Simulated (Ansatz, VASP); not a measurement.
This is a calculation of Bi for Ansatz 0.2.0.

Contents of input.yaml:

```yaml
crystal:
  lattice:
    - [3.4651838851, -3.1115533531, 0.0]
    - [3.4651838851, 3.1115533531, 0.0]
    - [-1.2517767921, 0.0, 3.0926530616]
  atoms:
    - { symbol: Bi, position: [0.753061, 0.753061, 0.857382] }
    - { symbol: Bi, position: [0.246939, 0.246939, 0.142618] }
hamiltonian:
  xc: pbe
  pseudopotentials: { kind: paw, azcp: { folder: soft_1 } }
kpoints:
  mp_grid: { grid: [6, 6, 9] }
scf:
  occupations: { method: fermi_dirac, width: 0.05 }
output:
  forces: true
  stress: true
  eigenvalues: true
```

Potentials or basis: Ansatz PAW soft_1.

Run with:

```sh
$ ansatz run input.yaml --threads 1 --pin off --max-ram 3584MiB --backend cpu --events-out ev --progress --plain --runs-dir out
```

**Question.** Set up the same calculation for VASP 6.6.1. Potentials there: VASP PAW PBE potentials, release 64 (Bi_d).

**Answer.** As run (the cutoff follows the program's own potentials):

INCAR

```
  ALGO = Fast
  EDIFF = 1E-7
  ENCUT = 520
  GGA = PE
  ISIF = 2
  ISMEAR = -1
  LASPH = True
  LCHARG = False
  LREAL = False
  LWAVE = False
  NBANDS = 22
  NELM = 60
  PREC = Accurate
  SIGMA = 0.05
```

File KPOINTS:

```
k-points
0
Gamma
  6 6 9
```

The input POSCAR:

```
Bi
1.0
    3.4651838851     -3.1115533531      0.0000000000
    3.4651838851      3.1115533531      0.0000000000
   -1.2517767921      0.0000000000      3.0926530616
Bi
2
Direct
    0.7530610000      0.7530610000      0.8573820000
    0.2469390000      0.2469390000      0.1426180000
```

Potentials or basis: VASP PAW PBE potentials, release 64 (Bi_d).

The run is started by

```console
$ cat potpaw_PBE.64/Bi_d/POTCAR > POTCAR
$ mpirun -np 1 vasp_std > vasp.out
```

Both were run:

|  | VASP | Ansatz | Ansatz less VASP |
| --- | --- | --- | --- |
| gap on the k mesh at the Fermi level (eV) | none | none | - |
| pressure (GPa) | 1.0 | 1.1 | +0.07 |
| traceless stress, the component that is largest in VASP (GPa) | 0.74 | 0.74 | -0.001 |
| rms of the force components (eV/Å) | 0.008 | 0.009 | +0.0008 |

Atom by atom the forces differ by 0.001 eV/Å (rms over components). A gap of «none» marks a metal or a gap that the smearing closes. With one functional, cell and mesh, what is left measures potentials, basis and numerics.

Spin-orbit coupling is off throughout.
